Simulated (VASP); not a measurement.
Input of a VASP 6.6.1 run:

Contents of INCAR:

```
PREC     = Accurate       # precision mode
ENCUT    = 520            # plane-wave cutoff, eV
EDIFF    = 1E-6           # SCF threshold, eV
ISMEAR   = 0              # smearing method
SIGMA    = 0.1            # smearing width, eV
LREAL    = False          # projectors in reciprocal space
LASPH    = True           # aspherical terms in the spheres
NELM     = 80             # most SCF steps
ALGO     = Normal         # electronic algorithm
ISIF     = 2              # what is computed and relaxed
LWAVE    = False          # write WAVECAR
LCHARG   = False          # write CHGCAR
GGA      = PE             # functional
NBANDS   = 45             # bands
```

Contents of KPOINTS:

```
regular mesh
0
Gamma
  6 6 2
```

POSCAR

```
Ce2HfO6
1.0
    3.7954948770     -0.0000000027      0.0000000000
   -1.8977474361      3.2869949848      0.0000000000
    0.0000000000      0.0000000000      9.1901963238
Ce Hf O
2 1 6
Direct
    0.6666666667      0.3333333333      0.8239853176
    0.3333333333      0.6666666667      0.1760146824
    0.0000000000      0.0000000000      0.5000000000
    0.0000000000      0.0000000000      0.7334142574
    0.3333333333      0.6666666667      0.4309426663
    0.6666666667      0.3333333333      0.0884145416
    0.6666666667      0.3333333333      0.5690573337
    0.0000000000      0.0000000000      0.2665857426
    0.3333333333      0.6666666667      0.9115854584
```

Potentials or basis: VASP PAW PBE potentials, release 64 (Ce, Hf_pv, O).

Command:

```console
$ cat potpaw_PBE.64/Ce/POTCAR potpaw_PBE.64/Hf_pv/POTCAR potpaw_PBE.64/O/POTCAR > POTCAR
$ mpirun -np 1 vasp_std > vasp.out
```

(1) Estimate the band gap on the k mesh.

(2) Predict the largest force.

Answers

(1) 1.61 eV (least direct gap 1.64 eV).

(2) 0.152 eV/Å.

Caveat: spin-orbit coupling is left out, which moves the levels of the heavy elements.
